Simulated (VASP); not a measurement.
# CuO (P4/mmm) in VASP: settings compared

Aim: see how the results for CuO move with the level of theory and the settings. Levels: PBE+D3(BJ), LDA, revPBE. Tasks: single point.

Everything below comes from runs of VASP 6.6.1. Logs are shortened: lines on timing, memory, paths and dates and some standing lists are left out, and cuts for length are marked.

**1. The cell of the first run**

The structure is tetragonal, space group P4/mmm (No. 123). Conventional cell: a = 4.147 Å, b = 4.147 Å, c = 3.876 Å, α = 90.00°, β = 90.00°, γ = 90.00°. Within 2.6 Å of Cu (site symmetry mmm) lie 4 O at 1.94 to 2.07 Å. Cu (site symmetry 4/mmm) has 6 O at 1.94 to 2.07 Å within 2.6 Å. Within 2.6 Å of O (site symmetry 4/mmm) lie 6 Cu at 1.94 to 2.07 Å. Within 2.6 Å of O (site symmetry mmm) lie 4 Cu at 1.94 to 2.07 Å.

**2. Single point, PBE+D3(BJ)**

File INCAR:

```
SYSTEM = CuO
  PREC = Accurate
  ENCUT = 520
  EDIFF = 1E-7
  ISMEAR = -1
  SIGMA = 0.05
  LREAL = .FALSE.
  LASPH = .TRUE.
  NELM = 60
  ALGO = Normal
  ISIF = 2
  LWAVE = .FALSE.
  LCHARG = .FALSE.
  GGA = PE
  IVDW = 12
  NBANDS = 34
```

File KPOINTS:

```
regular mesh
0
G
  7 7 7
  0 0 0
```

File POSCAR:

```
CuO
1.0
    4.1468778933      0.0000000000      0.0000000000
    0.0000000000      4.1468778933      0.0000000000
    0.0000000000      0.0000000000      3.8758840043
Cu O
3 3
Direct
    0.5000000000      0.0000000000      0.5000000000
    0.0000000000      0.5000000000      0.5000000000
    0.0000000000      0.0000000000      0.0000000000
    0.0000000000      0.0000000000      0.5000000000
    0.5000000000      0.0000000000      0.0000000000
    0.0000000000      0.5000000000      0.0000000000
```

Potentials or basis: VASP PAW PBE potentials, release 64 (Cu, O).

Launch:

```sh
> cat potpaw_PBE.64/Cu/POTCAR potpaw_PBE.64/O/POTCAR > POTCAR
> mpirun -np 1 vasp_std > vasp.out
```

OUTCAR:

```text
SYSTEM = CuO
   PREC = Accurate
   ENCUT = 520
   EDIFF = 1E-7
   ISMEAR = -1
   LREAL = .FALSE.
   LASPH = .TRUE.
   NELM = 60
   ISIF = 2
   GGA = PE
   IVDW = 12
 IVDW          = 12

 ion  position               nearest neighbor table
   1  0.500  0.000  0.500-   5 1.94   5 1.94   4 2.07   4 2.07
   2  0.000  0.500  0.500-   6 1.94   6 1.94   4 2.07   4 2.07
   3  0.000  0.000  0.000-   4 1.94   4 1.94   6 2.07   5 2.07   6 2.07   5 2.07
   4  0.000  0.000  0.500-   3 1.94   3 1.94   1 2.07   2 2.07   2 2.07   1 2.07
   5  0.500  0.000  0.000-   1 1.94   1 1.94   3 2.07   3 2.07
   6  0.000  0.500  0.000-   2 1.94   2 1.94   3 2.07   3 2.07

  LATTYP: Found a simple tetragonal cell.
 ALAT       =     4.1468778933
 C/A-ratio  =     0.9346511048

  Lattice vectors:

 A1 = (   4.1468778933,   0.0000000000,   0.0000000000)
 A2 = (   0.0000000000,   4.1468778933,   0.0000000000)
 A3 = (   0.0000000000,   0.0000000000,   3.8758840043)

Analysis of symmetry for initial positions (statically):
=====================================================================
 Subroutine PRICEL returns:
 Original cell was already a primitive cell.

 Routine SETGRP: Setting up the symmetry group for a
 simple tetragonal supercell.

 Subroutine GETGRP returns: Found 16 space group operations
 (whereof 16 operations were pure point group operations)
 out of a pool of 16 trial point group operations.

The static configuration has the point symmetry D_4h.

Analysis of symmetry for dynamics (positions and initial velocities):
=====================================================================
 Subroutine PRICEL returns:
 Original cell was already a primitive cell.

 Routine SETGRP: Setting up the symmetry group for a
 simple tetragonal supercell.

 Subroutine GETGRP returns: Found 16 space group operations
 (whereof 16 operations were pure point group operations)
 out of a pool of 16 trial point group operations.

The dynamic configuration has the point symmetry D_4h.

 Subroutine INISYM returns: Found 16 space group operations
 (whereof 16 operations are pure point group operations),
 and found     1 'primitive' translations

----------------------------------------------------------------------------------------

                                     Primitive cell

  volume of cell :      66.6520

  direct lattice vectors                    reciprocal lattice vectors
     4.146877893  0.000000000  0.000000000     0.241145273  0.000000000  0.000000000
     0.000000000  4.146877893  0.000000000     0.000000000  0.241145273  0.000000000
     0.000000000  0.000000000  3.875884004     0.000000000  0.000000000  0.258005657

  length of vectors
     4.146877893  4.146877893  3.875884004     0.241145273  0.241145273  0.258005657

  position of ions in fractional coordinates (direct lattice)
     0.500000000  0.000000000  0.500000000
     0.000000000  0.500000000  0.500000000
     0.000000000  0.000000000  0.000000000
     0.000000000  0.000000000  0.500000000
     0.500000000  0.000000000  0.000000000
     0.000000000  0.500000000  0.000000000

  ion indices of the primitive-cell ions
   primitive index   ion index
                 1           1
                 2           2
                 3           3
                 4           4
                 5           5
                 6           6

----------------------------------------------------------------------------------------

 KPOINTS: regular mesh

Automatic generation of k-mesh.
 Grid dimensions read from file:
 generate k-points for:    7    7    7

 Generating k-lattice:

  Cartesian coordinates                     Fractional coordinates (reciprocal lattice)
     0.034449325  0.000000000  0.000000000     0.142857143  0.000000000  0.000000000
     0.000000000  0.034449325  0.000000000     0.000000000  0.142857143  0.000000000
     0.000000000  0.000000000  0.036857951     0.000000000  0.000000000  0.142857143

  Length of vectors
     0.034449325  0.034449325  0.036857951

  Shift w.r.t. Gamma in fractional coordinates (k-lattice)
     0.000000000  0.000000000  0.000000000

 Subroutine IBZKPT returns following result:
 ===========================================

 Found     40 irreducible k-points:

 Following reciprocal coordinates:
            Coordinates               Weight
  0.000000  0.000000  0.000000      1.000000
  0.142857  0.000000  0.000000      4.000000
  0.285714  0.000000  0.000000      4.000000
  0.428571  0.000000  0.000000      4.000000
  0.142857  0.142857  0.000000      4.000000
  0.285714  0.142857  0.000000      8.000000
[... 16 lines left out ...]
  0.285714  0.000000  0.285714      8.000000
  0.428571  0.000000  0.285714      8.000000
 [... further k-points ...]
   k-points           NKPTS =     40   k-points in BZ     NKDIM =     40   number of bands    NBANDS=     34
   number of dos      NEDOS =    301   number of ions     NIONS =      6
   total plane-waves  NPLWV =  30720
   dimension x,y,z NGX =    32 NGY =   32 NGZ =   30
   dimension x,y,z NGXF=    64 NGYF=   64 NGZF=   60
   ions per type =               3   3
   NGX,Y,Z   is equivalent  to a cutoff of  12.83, 12.83, 12.87 a.u.
   NGXF,Y,Z  is equivalent  to a cutoff of  25.66, 25.66, 25.74 a.u.
 SYSTEM =  CuO
   PREC   = accura    normal or accurate (medium, high low for compatibility)
   ISTART =      0    job   : 0-new  1-cont  2-samecut
   ICHARG =      2    charge: 1-file 2-atom 10-const
   ISPIN  =      1    spin polarized calculation?
   LNONCOLLINEAR =      F non collinear calculations
   LSORBIT =      F    spin-orbit coupling
   LASPH  =      T    aspherical Exc in radial PAW
   ENCUT  =  520.0 eV  38.22 Ry    6.18 a.u.   7.71  7.71  7.21*2*pi/ulx,y,z
   NELM   =     60;   NELMIN=  2; NELMDL= -5     # of ELM steps
   EDIFF  = 0.1E-06   stopping-criterion for ELM
   LREAL  =      F    real-space projection
   EDIFFG = 0.1E-05   stopping-criterion for IOM
   NSW    =      0    number of steps for IOM
   IBRION =     -1    ionic relax: 0-MD 1-quasi-New 2-CG
   NFREE  =      0    steps in history (QN), initial steepest desc. (CG)
   ISIF   =      2    stress and relaxation
   ISYM   =      2    0-nonsym 1-usesym 2-fastsym
   POTIM  = 0.5000    time-step for ionic-motion
   TEBEG  =    0.0;   TEEND  =   0.0 temperature during run
   PSTRESS=    0.0 pullay stress
   NELECT =      51.0000    total number of electrons
   NUPDOWN=      -1.0000    fix difference up-down
   EMIN   =  10.00;   EMAX   =-10.00  energy-range for DOS
   EFERMI =   0.00;   METHOD = LEGACY
   ISMEAR =    -1;   SIGMA  =   0.05  broadening in eV -4-tet -1-fermi 0-gaus
   EFERMI_NEDOS =   21; number of points for ismear=-14 and -15
   IALGO  =     38    algorithm
   IMIX   =      4    mixing-type and parameters
     AMIX     =   0.40;   BMIX     =  1.00
     AMIX_MAG =   1.60;   BMIX_MAG =  1.00
  volume/ion in A,a.u.               =      11.11        74.96
  Fermi-wavevector in a.u.,A,eV,Ry     =   1.497363  2.829606 30.505573  2.242096
  Thomas-Fermi vector in A             =   2.609261
   LORBIT       =      0    0 simple, 1 ext, 2 COOP (PROOUT), +10 PAW based schemes
   GGA     = PE    functional components
   LHFCALC =     F    Hartree Fock is set to
   AEXX    =    0.0000 exact exchange contribution
   IVDW    =    12    specifies the selected vdW correction
   LEPSILON=     F    determine dielectric tensor
   LRPA    =     F    only Hartree local field effects (RPA)
 non-spin polarized calculation
  energy-cutoff  :      520.00
  volume of cell :       66.65
 maximum number of plane-waves:      1815
 NGX is ok and might be reduce to    32
   NGX = 15   NGY = 15   NGZ = 15

 number of electron      50.9999976 magnetization

 Free energy of the ion-electron system (eV)
  ---------------------------------------------------
  ext. energy  EPLUGINS =         0.00000000
  ---------------------------------------------------
  free energy    TOTEN  =       -27.94433190 eV

  energy without entropy =      -27.91428613  energy(sigma->0) =      -27.92930902

 E-fermi :   4.2519     XC(G=0): -11.2295

 val. band max:        4.2379327358   @ k =   0.1429   0.1429   0.4286
 cond. band min:       4.2993947872   @ k =   0.2857   0.2857   0.0000
 fundamental gap:      0.0614620515
 Fermi energy:         4.2519201647

 k-point     1 :       0.0000    0.0000    0.0000
  band No.  band energies     occupation
      1     -15.6194      2.00000
      2     -13.5781      2.00000
      3     -13.1432      2.00000
      4      -1.7107      2.00000
      5      -1.5639      2.00000
      6      -1.5639      2.00000
[... 26 lines left out ...]
     33      15.4193      0.00000
     34      16.0175      0.00000

 k-point     2 :       0.1429    0.0000    0.0000
  band No.  band energies     occupation
      1     -15.5821      2.00000
      2     -13.5615      2.00000
      3     -13.1704      2.00000
      4      -1.7184      2.00000
      5      -1.6874      2.00000
      6      -1.5668      2.00000
[... 26 lines left out ...]
     33      16.0005      0.00000
     34      16.0185      0.00000

 k-point     3 :       0.2857    0.0000    0.0000
  band No.  band energies     occupation
      1     -15.4944      2.00000
      2     -13.5162      2.00000
      3     -13.2446      2.00000
      4      -1.9862      2.00000
      5      -1.6272      2.00000
      6      -1.5735      2.00000
[... 26 lines left out ...]
     33      16.0190      0.00000
     34      16.7627      0.00000
[... 704 lines left out ...]
 k-point    23 :       0.2857    0.0000    0.2857
  band No.  band energies     occupation
      1     -15.2869      2.00000
      2     -13.4982      2.00000
      3     -13.1100      2.00000
      4      -2.6930      2.00000
      5      -2.1772      2.00000
      6      -1.5206      2.00000
[... 26 lines left out ...]
     33      14.6789      0.00000
     34      16.8199      0.00000

 k-point    24 :       0.4286    0.0000    0.2857
  band No.  band energies     occupation
      1     -15.2311      2.00000
      2     -13.3723      2.00000
      3     -13.2277      2.00000
      4      -2.7758      2.00000
      5      -2.5891      2.00000
      6      -1.5487      2.00000
[... 26 lines left out ...]
     33      15.4409      0.00000
     34      16.4858      0.00000

 [... further k-points ...]

------------------------ aborting loop because EDIFF is reached ----------------------------------------

 Edisp (eV)   -1.52965

 E8    (eV) :    -0.5842

  FORCE on cell =-STRESS in cart. coord.  units (eV):
  Direction    XX          YY          ZZ          XY          YZ          ZX
  --------------------------------------------------------------------------------------
  -------------------------------------------------------------------------------------
  Total      -0.14020    -0.14020     0.22658     0.00000     0.00000     0.00000
  in kB      -3.37001    -3.37001     5.44642     0.00000     0.00000     0.00000
  external pressure =       -0.43 kB  Pullay stress =        0.00 kB

 VOLUME and BASIS-vectors are now :
 -----------------------------------------------------------------------------
  energy-cutoff  :      520.00
  volume of cell :       66.65
      direct lattice vectors                 reciprocal lattice vectors
     4.146877893  0.000000000  0.000000000     0.241145273  0.000000000  0.000000000
     0.000000000  4.146877893  0.000000000     0.000000000  0.241145273  0.000000000
     0.000000000  0.000000000  3.875884004     0.000000000  0.000000000  0.258005657

 POSITION                                       TOTAL-FORCE (eV/Angst)
 -----------------------------------------------------------------------------------
      2.07344      0.00000      1.93794         0.000000      0.000000      0.000000
      0.00000      2.07344      1.93794         0.000000      0.000000      0.000000
      0.00000      0.00000      0.00000         0.000000      0.000000      0.000000
      0.00000      0.00000      1.93794         0.000000      0.000000      0.000000
      2.07344      0.00000      0.00000         0.000000      0.000000      0.000000
      0.00000      2.07344      0.00000         0.000000      0.000000      0.000000
 -----------------------------------------------------------------------------------
    total drift:                                0.000000      0.000000     -0.000000

  FREE ENERGIE OF THE ION-ELECTRON SYSTEM (eV)
  ---------------------------------------------------
  free  energy   TOTEN  =       -29.4739803895 eV

  energy  without entropy=      -29.4439346193  energy(sigma->0) =      -29.45895750
```

Wall time 46 s (1 thread of Intel Xeon 6975P-C (Granite Rapids), shared host); peak memory 0.22 GiB.

Results:

```yaml
Free_energy: -29.4740 eV
Pressure: 0.0 GPa
Dispersion_energy_per_atom: -0.255 eV
```

Caveat: three body term missing; an odd number of electrons without spin polarisation forces a metal; a magnetic or distorted state may lie lower; semilocal functionals often make such compounds metallic where correlation or magnetic order opens a gap, which also shifts bond lengths; pairwise dispersion overbinds metals, which lowers pressure and volume.

(Continued in part 2 of 2.)
